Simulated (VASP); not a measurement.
Ru:

```
Ru
1.0
     2.70580    0.00000    0.00000
    -1.35290    2.34329    0.00000
     0.00000    0.00000    4.28190
Ru
2
Direct
  0.33333 0.66667 0.25000
  0.66667 0.33333 0.75000
```

Base run:

```yaml
Program: VASP 6.6.1
Functional: r2SCAN
Potentials_or_basis: VASP PAW PBE potentials, release 64 (Ru_pv)
Cutoff: 550 eV
k_mesh: 14 × 14 × 8
Occupations: fermi-dirac, width 0.5 eV
Spin: no spin polarisation
```

Its results: band gap on the k mesh zero (bands 14 and 15 overlap by 3.27 eV); pressure 7.1 GPa.

**Question.** The run is repeated on the same cell with these changes: occupations from fermi-dirac, width 0.5 eV to fermi-dirac, width 0.3 eV. What comes out?

**Answer.** Band gap on the k mesh zero (bands 14 and 15 overlap by 3.27 eV); pressure 1.8 GPa.

Caveats: so wide a smearing shifts energies and pressures; the PAW data sets were made with another functional, which shifts forces and pressure a little; the cell stands under pressure (at least some runs); an empty level that is flat over the whole mesh can mark a ghost state of the potentials, or a narrow d or f band (at least some runs).
